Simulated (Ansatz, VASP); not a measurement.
# As: VASP beside Ansatz

```
As
1.0
     2.77547    0.00000    0.00000
     0.00000    2.77547    0.00000
     0.00000    0.00000    2.77547
As
1
Direct
  0.00000 0.00000 0.00000
```

Alike in both runs: task single point; functional BLYP; k mesh 13 × 13 × 13; occupations fermi-dirac, width 0.1 eV; no spin polarisation.

|  | VASP | Ansatz |
| --- | --- | --- |
| version | VASP 6.6.1 | Ansatz 0.2.0 |
| potentials or method | VASP PAW PBE potentials, release 64 (As), cutoff 520 eV | plane waves (420 eV) with PAW, scalar-relativistic |
| valence electrons in the cell | 5 | 15 |

```tsv
	VASP	Ansatz	Ansatz less VASP
pressure (GPa)	2.6	2.3	-0.30
```

VASP's potentials were made for PBE, not for BLYP. VASP's potentials hold 5 valence electrons a cell and Ansatz's 15, so a difference there can come from the potentials and not from the codes.
